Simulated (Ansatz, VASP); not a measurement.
## One calculation of AlN, two programs

```
Al N
1.0
     0.00000    2.02896    2.02896
     2.02896    0.00000    2.02896
     2.02896    2.02896    0.00000
Al N
1 1
Direct
  0.00000 0.00000 0.00000
  0.50000 0.50000 0.50000
```

Change from the starting cell: hydrostatic strain +0.5%.

Alike in both runs: task single point; functional HSE06; k mesh 8 × 8 × 8; no spin polarisation.

```csv
,VASP,Ansatz
version,VASP 6.6.1,Ansatz 0.2.0
potentials or method,"VASP PAW PBE potentials, release 64 (Al, N)","plane waves, PAW"
plane-wave cutoff (eV),520,420
occupations,"gaussian, width 0.01 eV",fixed
valence electrons in the cell,8,8
```

|  | VASP | Ansatz | Ansatz less VASP |
| --- | --- | --- | --- |
| gap on the k mesh at the Fermi level (eV) | 5.86 | 5.92 | +0.068 |
| pressure (GPa) | -5.4 | -5.5 | -0.09 |

Ansatz's warnings: stress exchange threshold loose, stress scf threshold loose.
